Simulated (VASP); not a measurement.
Write the native input for VASP 6.6.1 that does the following.

| Quantity | Value |
| --- | --- |
| Task | single point |
| Functional | PBE |
| Potentials or basis | VASP PAW PBE potentials, release 64 (Mg, O) |
| Cutoff | 600 eV |
| k mesh | 8 × 8 × 8 |
| Occupations | fermi-dirac, width 0.05 eV |
| Spin | no spin polarisation |
| Dipole correction | no |
| Further INCAR settings | ALGO = Normal; EDIFF = 1e-06; NBANDS = 11 |

The structure of MgO lies in POSCAR:

```
MgO
1.0
    0.0000000000      2.1060700000      2.1060700000
    2.1060700000      0.0000000000      2.1060700000
    2.1060700000      2.1060700000      0.0000000000
Mg O
1 1
Direct
    0.0000000000      0.0000000000      0.0000000000
    0.5000000000      0.5000000000      0.5000000000
```

The input as run:

INCAR

```
SYSTEM = MgO
PREC = Accurate ; ENCUT = 600
EDIFF = 1E-6 ; ISMEAR = -1
SIGMA = 0.05 ; LREAL = .FALSE.
LASPH = .TRUE. ; NELM = 120
ALGO = Normal ; ISIF = 2
LWAVE = .FALSE. ; LCHARG = .FALSE.
GGA = PE ; NBANDS = 11
GGA_COMPAT = .FALSE.
```

KPOINTS

```
Automatic mesh
0
G
  8 8 8
  0 0 0
```

Potentials or basis: VASP PAW PBE potentials, release 64 (Mg, O).

Run with:

```console
$ cat potpaw_PBE.64/Mg/POTCAR potpaw_PBE.64/O/POTCAR > POTCAR
$ mpirun -np 1 vasp_std > vasp.out
```

It gave:

The pressure is 3.7 GPa. The band gap on the k mesh is 4.73 eV, direct.

Wall time 10 s on 1 thread of Intel Xeon 8259CL, with other jobs on the host, peak memory 0.14 GiB.
